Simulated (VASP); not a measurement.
# Re (P6_3/mmc) in VASP: notebook, part 3 of 3

VASP 6.6.1.

**5. Electric field gradients, LDA (volume scaled by 1.02)**

The input, INCAR:

```
SYSTEM = Re
ALGO = Normal
EDIFF = 1E-8
ENCUT = 520
GGA = CA
ISIF = 2
ISMEAR = -1
LASPH = .True.
LCHARG = .False.
LEFG = .True.
LREAL = .False.
LWAVE = .False.
NBANDS = 14
NELM = 60
PREC = Accurate
SIGMA = 0.05
```

The input, KPOINTS:

```
k-points
0
Gamma
  14 14 8
  0 0 0
```

The input, POSCAR:

```
Re
1.0
    2.6201393302      0.0000000000      0.0000000000
   -1.3100696651      2.2691072214      0.0000000000
    0.0000000000      0.0000000000      4.1895637172
Re
2
Direct
    0.3333333333      0.6666666667      0.2500000000
    0.6666666667      0.3333333333      0.7500000000
```

Potentials or basis: VASP PAW LDA potentials, release 64 (Re).

Command:

```console
$ cat potpaw_LDA.64/Re/POTCAR > POTCAR
$ mpirun -np 1 vasp_std > vasp.out
```

OUTCAR:

```text
SYSTEM = Re
   EDIFF = 1E-8
   ENCUT = 520
   GGA = CA
   ISIF = 2
   ISMEAR = -1
   LASPH = .True.
   LREAL = .False.
   NELM = 60
   PREC = Accurate

 ion  position               nearest neighbor table
   1  0.333  0.667  0.250-   2 2.58   2 2.58   2 2.58   2 2.58   2 2.58   2 2.58
   2  0.667  0.333  0.750-   1 2.58   1 2.58   1 2.58   1 2.58   1 2.58   1 2.58

  LATTYP: Found a hexagonal cell.
 ALAT       =     2.6201393302
 C/A-ratio  =     1.5989850879

  Lattice vectors:

 A1 = (   2.6201393302,   0.0000000000,   0.0000000000)
 A2 = (  -1.3100696651,   2.2691072214,   0.0000000000)
 A3 = (   0.0000000000,   0.0000000000,   4.1895637172)

Analysis of symmetry for initial positions (statically):
=====================================================================
 Subroutine PRICEL returns:
 Original cell was already a primitive cell.

 Routine SETGRP: Setting up the symmetry group for a
 hexagonal supercell.

 Subroutine GETGRP returns: Found 24 space group operations
 (whereof 12 operations were pure point group operations)
 out of a pool of 24 trial point group operations.

The static configuration has the point symmetry D_3d.
 The point group associated with its full space group is D_6h.

Analysis of symmetry for dynamics (positions and initial velocities):
=====================================================================
 Subroutine PRICEL returns:
 Original cell was already a primitive cell.

 Routine SETGRP: Setting up the symmetry group for a
 hexagonal supercell.

 Subroutine GETGRP returns: Found 24 space group operations
 (whereof 12 operations were pure point group operations)
 out of a pool of 24 trial point group operations.

[... 169 lines left out ...]
     12      14.2556      0.00000
     13      22.5630      0.00000
     14      24.4047      0.00000
[... 377 lines left out ...]
      1       3.3865      2.00000
      2       5.1943      2.00000
      3       5.2143      2.00000
      4       6.2885      2.00000
      5       7.3475      2.00000
      6       7.7679      2.00000
      7      10.0741      1.19376
      8      13.6950      0.00000
      9      14.3369      0.00000
     10      14.6971      0.00000
     11      18.0896      0.00000
     12      18.2311      0.00000
     13      20.2491      0.00000
     14      26.9932      0.00000

 [... further k-points ...]
[... 5 lines left out ...]
  --------------------------------------------------------------------------------------
  -------------------------------------------------------------------------------------
  Total       12.3476806     12.3476806     13.3437420     -0.0000000      0.0000000      0.0000000
  in kB      794.2326997    794.2326997    858.3017822     -0.0000000      0.0000000      0.0000000
  external PRESSURE =     815.5890605 kB  Pullay stress =       0.0000000 kB

 VOLUME and BASIS-vectors are now :
 -----------------------------------------------------------------------------
  energy-cutoff  :      520.00
  volume of cell :       24.91
      direct lattice vectors                 reciprocal lattice vectors
     2.620139330  0.000000000  0.000000000     0.381659093  0.220350980  0.000000000
    -1.310069665  2.269107221  0.000000000     0.000000000  0.440701960  0.000000000
     0.000000000  0.000000000  4.189563717     0.000000000  0.000000000  0.238688338

 POSITION                                       TOTAL-FORCE (eV/Angst)
 -----------------------------------------------------------------------------------
     -0.00000      1.51274      1.04739        -0.000000      0.000000      0.000000
      1.31007      0.75637      3.14217         0.000000     -0.000000      0.000000
 -----------------------------------------------------------------------------------
    total drift:                                0.000000     -0.000000     -0.000000

  FREE ENERGIE OF THE ION-ELECTRON SYSTEM (eV)
  ---------------------------------------------------
  free  energy   TOTEN  =       -26.6639677934 eV

  energy  without entropy=      -26.6531857289  energy(sigma->0) =      -26.65857676

 Electric field gradients (V/A^2)
---------------------------------------------------------------------
 ion       V_xx      V_yy      V_zz      V_xy      V_xz      V_yz
---------------------------------------------------------------------
   1      50.933    50.933  -101.866     0.000     0.000    -0.000
   2      50.933    50.933  -101.866     0.000    -0.000     0.000
---------------------------------------------------------------------

 Electric field gradients after diagonalization (V/A^2)
 (convention: |V_zz| > |V_xx| > |V_yy|)
----------------------------------------------------------------------
 ion       V_xx      V_yy      V_zz     asymmetry (V_yy - V_xx)/ V_zz
----------------------------------------------------------------------
   1      50.933    50.933  -101.866       0.000
   2      50.933    50.933  -101.866       0.000
----------------------------------------------------------------------

           NMR quadrupolar parameters

 Cq : quadrupolar parameter    Cq=e*Q*V_zz/h
 eta: asymmetry parameters     (V_yy - V_xx)/ V_zz
 Q  : nuclear electric quadrupole moment in mb (millibarn)
----------------------------------------------------------------------
 ion       Cq(MHz)       eta       Q (mb)
----------------------------------------------------------------------
   1      -0.246       0.000       1.000
   2      -0.246       0.000       1.000
----------------------------------------------------------------------
```

Run time: 36 s. Hardware: 1 thread of Intel Xeon Platinum 8259CL at 2.50GHz (Skylake/Cascade Lake), shared host; peak memory 0.15 GiB.

What came out:

| Quantity | Value |
| --- | --- |
| Free energy | -26.6640 eV |
| Pressure | 81.6 GPa |
| Band gap on the k mesh | zero (band 7 reaches 11.97 eV, above the bottom of band 8 at 7.77 eV) |

Stress tensor (GPa, compression positive):
```
79.42  0.00  0.00
 0.00 79.42  0.00
 0.00  0.00 85.83
```

Levels at points of the mesh, in eV from the Fermi level:
| k point | band 4 | band 5 | band 6 | band 7 | band 8 | band 9 | band 10 | band 11 |
| --- | --- | --- | --- | --- | --- | --- | --- | --- |
| (0.00, 0.00, 0.00) | -2.14 | -1.94 | -1.01 | -1.01 | 0.04 | 0.04 | 1.43 | 4.16 |
| (0.50, 0.00, 0.00) | -2.66 | -1.63 | -1.49 | -0.58 | 4.96 | 5.70 | 5.71 | 7.75 |
| (0.00, 0.00, 0.50) | -2.77 | -2.32 | -2.32 | -2.32 | -2.32 | 3.22 | 3.22 | 3.22 |
| (0.50, 0.00, 0.50) | -5.16 | 0.36 | 0.36 | 1.50 | 1.50 | 5.40 | 5.40 | 6.09 |

Electric field gradients, principal values (V/Å²):
| atom | least | middle | greatest (by size) |
| --- | --- | --- | --- |
| 1 Re | 50.933 | 50.933 | -101.866 |
| 2 Re | 50.933 | 50.933 | -101.866 |

Caveat: without QUAD_EFG the Cq values of the log hold for a quadrupole moment of 1 mb, not for the nuclei; spin-orbit coupling is left out, which moves the levels of the heavy elements.

**6. Electric field gradients, LDA (volume scaled by 1.04)**

The input, INCAR:

```
PREC     = Accurate       # precision mode
ENCUT    = 520            # plane-wave cutoff, eV
EDIFF    = 1E-8           # SCF threshold, eV
ISMEAR   = -1             # smearing method
SIGMA    = 0.05           # smearing width, eV
LREAL    = False          # projectors in reciprocal space
LASPH    = True           # aspherical terms in the spheres
NELM     = 100            # most SCF steps
ALGO     = Normal         # electronic algorithm
ISIF     = 2              # what is computed and relaxed
LWAVE    = False          # write WAVECAR
LCHARG   = False          # write CHGCAR
LEFG     = True         
NBANDS   = 14             # bands
```

The input, KPOINTS:

```
regular mesh
0
Gamma
  14 14 8
```

The input, POSCAR:

```
Re
1.0
    2.6371536987      0.0000000000      0.0000000000
   -1.3185768494      2.2838420967      0.0000000000
    0.0000000000      0.0000000000      4.2167694387
Re
2
Direct
    0.3333333333      0.6666666667      0.2500000000
    0.6666666667      0.3333333333      0.7500000000
```

Potentials or basis: VASP PAW LDA potentials, release 64 (Re).

Command:

```console
$ cat potpaw_LDA.64/Re/POTCAR > POTCAR
$ mpirun -np 1 vasp_std > vasp.out
```

OUTCAR:

```text
PREC = Accurate
   ENCUT = 520
   EDIFF = 1E-8
   ISMEAR = -1
   LREAL = False
   LASPH = True
   NELM = 100
   ISIF = 2

 ion  position               nearest neighbor table
   1  0.333  0.667  0.250-   2 2.60   2 2.60   2 2.60   2 2.60   2 2.60   2 2.60
   2  0.667  0.333  0.750-   1 2.60   1 2.60   1 2.60   1 2.60   1 2.60   1 2.60

  LATTYP: Found a hexagonal cell.
 ALAT       =     2.6371536987
 C/A-ratio  =     1.5989850879

  Lattice vectors:

 A1 = (   2.6371536987,   0.0000000000,   0.0000000000)
 A2 = (  -1.3185768494,   2.2838420967,   0.0000000000)
 A3 = (   0.0000000000,   0.0000000000,   4.2167694387)

[... 621 lines left out ...]
  free  energy   TOTEN  =       -26.8914437614 eV

  energy  without entropy=      -26.8803733323  energy(sigma->0) =      -26.88590855

 Electric field gradients (V/A^2)
---------------------------------------------------------------------
 ion       V_xx      V_yy      V_zz      V_xy      V_xz      V_yz
---------------------------------------------------------------------
   1      50.773    50.773  -101.546     0.000     0.000    -0.000
   2      50.773    50.773  -101.546     0.000    -0.000     0.000
---------------------------------------------------------------------

 Electric field gradients after diagonalization (V/A^2)
 (convention: |V_zz| > |V_xx| > |V_yy|)
----------------------------------------------------------------------
 ion       V_xx      V_yy      V_zz     asymmetry (V_yy - V_xx)/ V_zz
----------------------------------------------------------------------
   1      50.773    50.773  -101.546       0.000
   2      50.773    50.773  -101.546       0.000
----------------------------------------------------------------------

           NMR quadrupolar parameters

 Cq : quadrupolar parameter    Cq=e*Q*V_zz/h
 eta: asymmetry parameters     (V_yy - V_xx)/ V_zz
 Q  : nuclear electric quadrupole moment in mb (millibarn)
----------------------------------------------------------------------
 ion       Cq(MHz)       eta       Q (mb)
----------------------------------------------------------------------
   1      -0.246       0.000       1.000
   2      -0.246       0.000       1.000
----------------------------------------------------------------------
```

Run time: 34 s. Hardware: 1 thread of Intel Xeon Platinum 8259CL at 2.50GHz (Skylake/Cascade Lake), shared host; peak memory 0.15 GiB.

What came out:

```
Free energy            : -26.8914 eV
Pressure               : 67.7 GPa
Band gap on the k mesh : zero (band 7 reaches 11.65 eV, above the bottom of band 8 at 7.57 eV)
```

Electric field gradients, principal values (V/Å²):
```csv
atom,least,middle,greatest (by size)
1 Re,50.773,50.773,-101.546
2 Re,50.773,50.773,-101.546
```

Caveat: without QUAD_EFG the Cq values of the log hold for a quadrupole moment of 1 mb, not for the nuclei; spin-orbit coupling is left out, which moves the levels of the heavy elements.

**7. Summary**

| cell | gap on the mesh (eV) | pressure (GPa) |
| --- | --- | --- |
| a = 2.594, b = 2.594, c = 4.148 Å, angles 90.0, 90.0, 120.0°, 2 atoms | none | 104.9 |
| a = 2.612, b = 2.612, c = 4.176 Å, angles 90.0, 90.0, 120.0°, 2 atoms | none | 89.0 |
| a = 2.620, b = 2.620, c = 4.190 Å, angles 90.0, 90.0, 120.0°, 2 atoms | none | 81.6 |
| a = 2.637, b = 2.637, c = 4.217 Å, angles 90.0, 90.0, 120.0°, 2 atoms | none | 67.7 |

Alike in all rows: task electric field gradients; level LDA; potentials or basis VASP PAW LDA potentials, release 64 (Re); no spin polarisation; k mesh 14 × 14 × 8; cutoff (eV) 520; smearing fermi-dirac 0.05 eV.

Caveats: spin-orbit coupling is left out, which moves the levels of the heavy elements.

Total energies depend on the potentials used, so only differences within one code and one set of settings carry meaning.
